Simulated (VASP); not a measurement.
**Ba2ZnP2: single point with PBE**

Ba2ZnP2:

```
CELL_PARAMETERS angstrom
-2.46215 3.29186 4.43692
2.46215 -3.29186 4.43692
2.46215 3.29186 -4.43692
ATOMIC_POSITIONS crystal
Ba 0.28631 0.78631 0.50000
Ba 0.71369 0.21369 0.50000
Zn 0.00000 0.00000 0.00000
P 0.67125 0.50000 0.17125
P 0.32875 0.50000 0.82875
```

| Item | Value |
| --- | --- |
| Program | VASP 6.6.1 |
| Task | single point |
| Functional | PBE |
| Potentials or basis | VASP PAW PBE potentials, release 64 (Ba_sv, Zn, P) |
| Cutoff | 520 eV |
| k mesh | 4 × 4 × 4 |
| Occupations | gaussian, width 0.2 eV |
| Spin | no spin polarisation |

| Item | Value |
| --- | --- |
| Pressure | 0.7 GPa |
| Largest force | 0.116 eV/Å |
| Band gap on the k mesh | zero (band 21 reaches 3.76 eV, above the bottom of band 22 at 3.36 eV) |

Forces in eV/Å, atoms in the order of the input:
```
Ba   0.000  0.000 -0.116
Ba   0.000  0.000  0.116
Zn   0.000  0.000  0.000
P    0.000 -0.057  0.000
P    0.000  0.057  0.000
```

Stress tensor (GPa, compression positive):
```
1.22 0.00 0.00
0.00 0.75 0.00
0.00 0.00 0.15
```

Levels at points of the mesh, in eV from the Fermi level:
| k point | band 17 | band 18 | band 19 | band 20 | band 21 | band 22 | band 23 | band 24 | band 25 | band 26 |
| --- | --- | --- | --- | --- | --- | --- | --- | --- | --- | --- |
| (0.00, 0.00, 0.00) | -3.15 | -2.87 | -1.26 | -1.08 | -0.15 | 0.64 | 0.76 | 1.38 | 2.95 | 3.87 |
| (0.50, 0.00, 0.00) | -3.12 | -2.58 | -2.44 | -1.28 | -0.92 | 0.57 | 1.52 | 1.98 | 2.49 | 2.52 |
| (0.00, 0.50, 0.00) | -3.60 | -2.37 | -1.74 | -1.49 | -0.96 | 0.04 | 2.48 | 2.91 | 3.09 | 3.62 |
| (0.50, 0.50, 0.00) | -2.99 | -2.76 | -2.35 | -1.24 | -0.05 | 0.78 | 0.85 | 1.53 | 2.93 | 3.11 |
| (0.50, 0.50, 0.50) | -3.61 | -2.43 | -1.63 | -0.86 | -0.17 | 1.28 | 1.54 | 1.67 | 1.68 | 2.03 |

It took 86 s on 1 thread of AMD EPYC 9R14 (Zen 4) (shared host), peak memory 0.33 GiB.

Caveat: the k points lie up to 0.40 Å⁻¹ apart; spin-orbit coupling is left out, which moves the levels of the heavy elements.
